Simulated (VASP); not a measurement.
Input of a VASP 6.6.1 run:

File INCAR:

```
SYSTEM = P
PREC = Accurate
ENCUT = 520
EDIFF = 1E-6
ISMEAR = -1
SIGMA = 0.05
LREAL = .FALSE.
LASPH = .TRUE.
NELM = 80
ALGO = Normal
ISIF = 2
LWAVE = .FALSE.
LCHARG = .FALSE.
GGA = B5
ALDAX = 1.0
AGGAX = 1.0
AGGAC = 1.0
ALDAC = 0.0
NBANDS = 18
```

The input KPOINTS:

```
regular mesh
0
G
  9 9 6
  0 0 0
```

File POSCAR:

```
P
1.0
    1.6131810407     -8.3266487071      0.0000000000
    1.6131810407      8.3266487071      0.0000000000
    0.0000000000      0.0000000000      4.6578891819
P
4
Direct
    0.0607075126      0.9392924874      0.9043653908
    0.5607075126      0.4392924874      0.5956346092
    0.9392924874      0.0607075126      0.0956346092
    0.4392924874      0.5607075126      0.4043653908
```

Potentials or basis: VASP PAW PBE potentials, release 64 (P).

Command:

```bash
$ cat potpaw_PBE.64/P/POTCAR > POTCAR
$ mpirun -np 1 vasp_std > vasp.out
```

(1) What does it give for the band gap on the k mesh?

(2) Estimate the pressure.

(3) Predict the largest force.

Results:

(1) 0.97 eV.

(2) 5.9 GPa.

(3) 1.019 eV/Å.

Caveat: the cell stands under pressure; the PAW data sets were made with another functional, which shifts forces and pressure a little.
